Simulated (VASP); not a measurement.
Rh:

```
CELL_PARAMETERS angstrom
-1.53510 1.53510 1.53510
1.53510 -1.53510 1.53510
1.53510 1.53510 -1.53510
ATOMIC_POSITIONS crystal
Rh 0.00000 0.00000 0.00000
```

Base run:

* Program: VASP 6.6.1
* Functional: r2SCAN
* Potentials or basis: VASP PAW PBE potentials, release 64 (Rh_pv)
* Cutoff: 550 eV
* k mesh: 20 × 20 × 20
* Occupations: gaussian, width 0.05 eV
* Spin: no spin polarisation

Its results: pressure -5.2 GPa.

Task: The run is repeated on the same cell with these changes: functional from r2SCAN to PBE; cutoff from 550 eV to 500 eV; k mesh from 20 × 20 × 20 to 10 × 10 × 10. What comes out?

Result: Pressure 0.0 GPa.

Several settings changed at once, so the effect can't be laid on one alone.

Caveats: the PAW data sets were made with another functional, which shifts forces and pressure a little (some runs).
